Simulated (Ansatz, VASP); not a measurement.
# Al in VASP and in Ansatz

INCAR

```
SYSTEM = Al
ALGO     = Fast           ! electronic algorithm
EDIFF    = 1E-6           ! SCF threshold, eV
ENCUT    = 520            ! plane-wave cutoff, eV
GGA      = PE             ! functional
ISIF     = 2              ! what is computed and relaxed
ISMEAR   = 0              ! smearing method
LASPH    = .TRUE.         ! aspherical terms in the spheres
LCHARG   = .FALSE.        ! write CHGCAR
LREAL    = .FALSE.        ! projectors in reciprocal space
LWAVE    = .FALSE.        ! write WAVECAR
NBANDS   = 18             ! bands
NELM     = 80             ! most SCF steps
PREC     = Accurate       ! precision mode
SIGMA    = 0.15           ! smearing width, eV
```

The input KPOINTS:

```
k-points
0
G
  19 19 4
  0 0 0
```

POSCAR

```
Al
1.0
    2.0239800000     -2.0239800000      0.0000000000
    2.0239800000      0.0000000000     -2.0239800000
    9.8279708076      9.8279708076      9.8279708076
Al
6
Direct
    0.6666666667      0.6666666667      0.0686331982
    0.0000000000      0.0000000000      0.7551024737
    0.3333333333      0.3333333333      0.2059270533
    0.6666666667      0.6666666667      0.4805147635
    0.0000000000      0.0000000000      0.3432209084
    0.3333333333      0.3333333333      0.6178086186
```

Input for Ansatz:

```yaml
crystal:
  lattice:
    - [2.02398, -2.02398, 0.0]
    - [2.02398, 0.0, -2.02398]
    - [9.8279708076, 9.8279708076, 9.8279708076]
  atoms:
    - { symbol: Al, position: [0.6666666667, 0.6666666667, 0.0686331982] }
    - { symbol: Al, position: [0.0, 0.0, 0.7551024737] }
    - { symbol: Al, position: [0.3333333333, 0.3333333333, 0.2059270533] }
    - { symbol: Al, position: [0.6666666667, 0.6666666667, 0.4805147635] }
    - { symbol: Al, position: [0.0, 0.0, 0.3432209084] }
    - { symbol: Al, position: [0.3333333333, 0.3333333333, 0.6178086186] }
basis:
  ecutwfc: 420
kpoints:
  mp_grid: { grid: [19, 19, 4] }
hamiltonian:
  xc: pbe
scf:
  occupations: { method: gaussian, width: 0.15 }
output:
  forces: true
  stress: true
  eigenvalues: true
```

Alike in both runs: task single point; functional PBE; k mesh 19 × 19 × 4; occupations gaussian, width 0.15 eV; no spin polarisation.

|  | VASP | Ansatz |
| --- | --- | --- |
| version | VASP 6.6.1 | Ansatz 0.2.0 |
| potentials or method | VASP PAW PBE potentials, release 64 (Al), cutoff 520 eV | scalar-relativistic, plane waves, PAW |
| valence electrons in the cell | 18 | 18 |

|  | VASP | Ansatz | Ansatz less VASP |
| --- | --- | --- | --- |
| gap on the k mesh at the Fermi level (eV) | none | none | - |
| pressure (GPa) | -1.4 | -1.3 | +0.03 |
| traceless stress, the component that is largest in VASP (GPa) | 0.70 | 0.70 | -0.002 |
| rms of the force components (eV/Å) | 0.027 | 0.028 | +0.0001 |

Atom by atom the forces differ by 0.000 eV/Å (rms over components). A gap of «none» marks a metal or a gap that the smearing closes.
